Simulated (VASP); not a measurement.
Runs of VASP 6.6.1 on Zn. The structure is that of space group Fm-3m (No. 225), or close to it. The cells are those of the table. 

```tsv
task	cell	k mesh	cutoff (eV)	gap on the mesh (eV)	pressure (GPa)
single point	a = 2.714 Å, angles 60.0°, 1 atom	18 × 18 × 18	500	none	0.4
single point	a = 2.153 Å, angles 60.0°, 1 atom	22 × 22 × 22	500	none	(a)
single point	a = 2.153 Å, angles 60.0°, 1 atom	22 × 22 × 22	520	none	358.7
relaxation of cell and atoms	relaxed from a = 2.715 Å, angles 60.0°, 1 atom	18 × 18 × 18	500	none	0.0
```

Alike in all rows: level PBEsol; potentials or basis VASP PAW PBE potentials, release 64 (Zn); no spin polarisation; smearing fermi-dirac 0.08 eV.

**Question.** Estimate the missing entries.

**Answer.** (a) 358.1.

Caveats: the PAW data sets were made with another functional, which shifts forces and pressure a little.

A gap of «none» marks levels without a gap at the run's occupations.
